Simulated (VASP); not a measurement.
# SnO2 (P4_2/mnm) in VASP: single point with PBE

Aim: the single point of SnO2 with PBE.

Everything below comes from runs of VASP 6.6.1. Logs are shortened: lines on timing, memory, paths and dates and some standing lists are left out, and cuts for length are marked.

### Step 1. The cell of the first run

Symmetry: P4_2/mnm, No. 136, tetragonal system. The conventional cell has a = 4.829 Å, b = 4.829 Å, c = 3.237 Å, α = 90.00°, β = 90.00°, γ = 90.00°. Sn (site symmetry mmm) has 6 O at 2.09 Å within 2.8 Å. Within 2.8 Å of O (site symmetry m2m) lie 3 Sn at 2.09 Å and 1 O at 2.64 Å.

### Step 2. Single point, PBE

Contents of INCAR:

```
PREC = Accurate ; ENCUT = 520
EDIFF = 1E-7 ; ISMEAR = 0
SIGMA = 0.05 ; LREAL = False
LASPH = True ; NELM = 100
ALGO = Normal ; ISIF = 2
LWAVE = False ; LCHARG = False
GGA = PE ; NBANDS = 35
```

Contents of KPOINTS:

```
Automatic mesh
0
Gamma
  4 4 6
```

Contents of POSCAR:

```
SnO2
1.0
    4.8287606559      0.0000000000      0.0000000000
    0.0000000000      4.8287606559      0.0000000000
    0.0000000000      0.0000000000      3.2368835377
Sn O
2 4
Direct
    0.0000000000      0.0000000000      0.0000000000
    0.5000000000      0.5000000000      0.5000000000
    0.3065877472      0.3065877472      0.0000000000
    0.8065877472      0.1934122528      0.5000000000
    0.1934122528      0.8065877472      0.5000000000
    0.6934122528      0.6934122528      0.0000000000
```

Potentials or basis: VASP PAW PBE potentials, release 64 (Sn_d, O).

The run is started by

```bash
> cat potpaw_PBE.64/Sn_d/POTCAR potpaw_PBE.64/O/POTCAR > POTCAR
> mpirun -np 1 vasp_std > vasp.out
```

OUTCAR:

```text
PREC = Accurate
   ENCUT = 520
   EDIFF = 1E-7
   ISMEAR = 0
   LREAL = False
   LASPH = True
   NELM = 100
   ISIF = 2
   GGA = PE

 ion  position               nearest neighbor table
   1  0.000  0.000  0.000-   4 2.09   5 2.09   4 2.09   5 2.09   3 2.09   6 2.09
   2  0.500  0.500  0.500-   3 2.09   6 2.09   3 2.09   6 2.09   5 2.09   4 2.09
   3  0.307  0.307  0.000-   2 2.09   2 2.09   1 2.09
   4  0.807  0.193  0.500-   1 2.09   1 2.09   2 2.09
   5  0.193  0.807  0.500-   1 2.09   1 2.09   2 2.09
   6  0.693  0.693  0.000-   2 2.09   2 2.09   1 2.09

  LATTYP: Found a simple tetragonal cell.
 ALAT       =     4.8287606559
 C/A-ratio  =     0.6703342262

  Lattice vectors:

 A1 = (   4.8287606559,   0.0000000000,   0.0000000000)
 A2 = (   0.0000000000,   4.8287606559,   0.0000000000)
 A3 = (   0.0000000000,   0.0000000000,   3.2368835377)

Analysis of symmetry for initial positions (statically):
=====================================================================
 Subroutine PRICEL returns:
 Original cell was already a primitive cell.

 Routine SETGRP: Setting up the symmetry group for a
 simple tetragonal supercell.

 Subroutine GETGRP returns: Found 16 space group operations
 (whereof  8 operations were pure point group operations)
 out of a pool of 16 trial point group operations.

The static configuration has the point symmetry D_2h.
 The point group associated with its full space group is D_4h.

Analysis of symmetry for dynamics (positions and initial velocities):
=====================================================================
 Subroutine PRICEL returns:
 Original cell was already a primitive cell.

 Routine SETGRP: Setting up the symmetry group for a
 simple tetragonal supercell.

 Subroutine GETGRP returns: Found 16 space group operations
 (whereof  8 operations were pure point group operations)
 out of a pool of 16 trial point group operations.

The dynamic configuration has the point symmetry D_2h.
 The point group associated with its full space group is D_4h.

 Subroutine INISYM returns: Found 16 space group operations
 (whereof  8 operations are pure point group operations),
 and found     1 'primitive' translations

----------------------------------------------------------------------------------------

                                     Primitive cell
[... 98 lines left out ...]
   EDIFF  = 0.1E-06   stopping-criterion for ELM
   LREAL  =      F    real-space projection
   EDIFFG = 0.1E-05   stopping-criterion for IOM
   NSW    =      0    number of steps for IOM
   IBRION =     -1    ionic relax: 0-MD 1-quasi-New 2-CG
   NFREE  =      0    steps in history (QN), initial steepest desc. (CG)
   ISIF   =      2    stress and relaxation
   ISYM   =      2    0-nonsym 1-usesym 2-fastsym
   POTIM  = 0.5000    time-step for ionic-motion
   TEBEG  =    0.0;   TEEND  =   0.0 temperature during run
   PSTRESS=    0.0 pullay stress
   NELECT =      52.0000    total number of electrons
   NUPDOWN=      -1.0000    fix difference up-down
   EMIN   =  10.00;   EMAX   =-10.00  energy-range for DOS
   EFERMI =   0.00;   METHOD = LEGACY
   ISMEAR =     0;   SIGMA  =   0.05  broadening in eV -4-tet -1-fermi 0-gaus
   EFERMI_NEDOS =   21; number of points for ismear=-14 and -15
   IALGO  =     38    algorithm
   IMIX   =      4    mixing-type and parameters
     AMIX     =   0.40;   BMIX     =  1.00
     AMIX_MAG =   1.60;   BMIX_MAG =  1.00
  volume/ion in A,a.u.               =      12.58        84.89
  Fermi-wavevector in a.u.,A,eV,Ry     =   1.445916  2.732385 28.445343  2.090674
  Thomas-Fermi vector in A             =   2.564044
   LORBIT       =      0    0 simple, 1 ext, 2 COOP (PROOUT), +10 PAW based schemes
   GGA     = PE    functional components
   LHFCALC =     F    Hartree Fock is set to
   AEXX    =    0.0000 exact exchange contribution
   IVDW    =     0    specifies the selected vdW correction
   LEPSILON=     F    determine dielectric tensor
   LRPA    =     F    only Hartree local field effects (RPA)
 non-spin polarized calculation
 Gauss-broadening in eV      SIGMA  =   0.05
  energy-cutoff  :      520.00
  volume of cell :       75.47
 maximum number of plane-waves:      2068
 NGX is ok and might be reduce to    36
   NGX = 17   NGY = 17   NGZ = 13

 number of electron      52.0000002 magnetization

 Free energy of the ion-electron system (eV)
  ---------------------------------------------------
  ext. energy  EPLUGINS =         0.00000000
  ---------------------------------------------------
  free energy    TOTEN  =       -37.30934096 eV

  energy without entropy =      -37.30934096  energy(sigma->0) =      -37.30934096

 E-fermi :   5.7883     XC(G=0): -10.9746

 val. band max:        5.5300460005   @ k =   0.0000   0.0000   0.0000
 cond. band min:       6.1992672476   @ k =   0.0000   0.0000   0.0000
 fundamental gap:      0.6692212471
 Fermi energy:         5.7883388349

 k-point     1 :       0.0000    0.0000    0.0000
  band No.  band energies     occupation
      1     -15.5069      2.00000
      2     -14.8441      2.00000
      3     -14.6497      2.00000
      4     -14.6224      2.00000
      5     -14.6224      2.00000
      6     -14.5561      2.00000
[... 901 lines left out ...]
     34      16.1415      0.00000
     35      18.3600      0.00000

------------------------ aborting loop because EDIFF is reached ----------------------------------------

  FORCE on cell =-STRESS in cart. coord.  units (eV):
  Direction    XX          YY          ZZ          XY          YZ          ZX
  --------------------------------------------------------------------------------------
  -------------------------------------------------------------------------------------
  Total        0.2084656      0.2084656      0.3948105     -0.0000000      0.0000000      0.0000000
  in kB        4.4253400      4.4253400      8.3810975     -0.0000000      0.0000000      0.0000000
  external PRESSURE =       5.7439259 kB  Pullay stress =       0.0000000 kB

 VOLUME and BASIS-vectors are now :
 -----------------------------------------------------------------------------
  energy-cutoff  :      520.00
  volume of cell :       75.47
      direct lattice vectors                 reciprocal lattice vectors
     4.828760656  0.000000000  0.000000000     0.207092476  0.000000000  0.000000000
     0.000000000  4.828760656  0.000000000     0.000000000  0.207092476  0.000000000
     0.000000000  0.000000000  3.236883538     0.000000000  0.000000000  0.308939135

 POSITION                                       TOTAL-FORCE (eV/Angst)
 -----------------------------------------------------------------------------------
      0.00000      0.00000      0.00000         0.000000      0.000000      0.000000
      2.41438      2.41438      1.61844         0.000000      0.000000      0.000000
      1.48044      1.48044      0.00000        -0.012711     -0.012711      0.000000
      3.89482      0.93394      1.61844        -0.012711      0.012711      0.000000
      0.93394      3.89482      1.61844         0.012711     -0.012711      0.000000
      3.34832      3.34832      0.00000         0.012711      0.012711     -0.000000
 -----------------------------------------------------------------------------------
    total drift:                                0.000000      0.000000     -0.000000

  FREE ENERGIE OF THE ION-ELECTRON SYSTEM (eV)
  ---------------------------------------------------
  free  energy   TOTEN  =       -37.3093409564 eV

  energy  without entropy=      -37.3093409564  energy(sigma->0) =      -37.30934096
```

OSZICAR:

```text
N       E                     dE             d eps       ncg     rms          rms(c)
DAV:   1     0.624209015011E+03    0.62421E+03   -0.25569E+04  1850   0.228E+03
DAV:   2     0.518606164693E+02   -0.57235E+03   -0.54054E+03  1832   0.590E+02
DAV:   3    -0.389082351593E+02   -0.90769E+02   -0.88722E+02  1877   0.202E+02
DAV:   4    -0.433269573874E+02   -0.44187E+01   -0.43860E+01  2127   0.481E+01
DAV:   5    -0.434452022283E+02   -0.11824E+00   -0.11808E+00  2036   0.822E+00    0.156E+01
DAV:   6    -0.372396525003E+02    0.62055E+01   -0.17658E+01  2658   0.638E+01    0.604E+00
DAV:   7    -0.373401458221E+02   -0.10049E+00   -0.19741E+00  1966   0.781E+00    0.317E+00
DAV:   8    -0.373162490205E+02    0.23897E-01   -0.18418E-01  2489   0.381E+00    0.738E-01
DAV:   9    -0.373084697439E+02    0.77793E-02   -0.34940E-02  2738   0.277E+00    0.129E-01
DAV:  10    -0.373092621063E+02   -0.79236E-03   -0.40954E-03  2139   0.570E-01    0.450E-02
DAV:  11    -0.373093426487E+02   -0.80542E-04   -0.20032E-04  2621   0.122E-01    0.192E-02
DAV:  12    -0.373093436979E+02   -0.10492E-05   -0.14994E-05  2507   0.285E-02    0.130E-02
DAV:  13    -0.373093405249E+02    0.31729E-05   -0.90272E-06  2391   0.383E-02    0.250E-03
DAV:  14    -0.373093408023E+02   -0.27738E-06   -0.67284E-07  2131   0.577E-03    0.143E-03
DAV:  15    -0.373093409336E+02   -0.13129E-06   -0.30559E-08  1179   0.136E-03    0.546E-04
DAV:  16    -0.373093409564E+02   -0.22802E-07   -0.87379E-09   990   0.143E-03
   1 F= -.37309341E+02 E0= -.37309341E+02  d E =-.755977E-15
```

stdout:

```text
POSCAR found type information on POSCAR SnO
 POSCAR found :  2 types and       6 ions
 scaLAPACK will be used
 LDA part: xc-table for (Slater+PW92), standard interpolation
 POSCAR, INCAR and KPOINTS ok, starting setup
 FFT: planning ... GRIDC
 FFT: planning ... GRID_SOFT
 FFT: planning ... GRID
 WAVECAR not read
 entering main loop
```

It took 1.9 min on 1 thread of AMD EPYC 7R13 (Zen 3), shared host; peak memory 0.17 GiB.

What came out:

```yaml
Free_energy: -37.3093 eV
Pressure: 0.6 GPa
Largest_force: 0.018 eV/Å
Band_gap_on_the_k_mesh: 0.67 eV, direct
```

Forces in eV/Å, atoms in the order of the input:
```
Sn   0.000  0.000  0.000
Sn   0.000  0.000  0.000
O   -0.013 -0.013  0.000
O   -0.013  0.013  0.000
O    0.013 -0.013  0.000
O    0.013  0.013  0.000
```

Stress tensor (GPa, compression positive):
```
0.44 0.00 0.00
0.00 0.44 0.00
0.00 0.00 0.84
```

Caveat: spin-orbit coupling is left out, which moves the levels of the heavy elements.
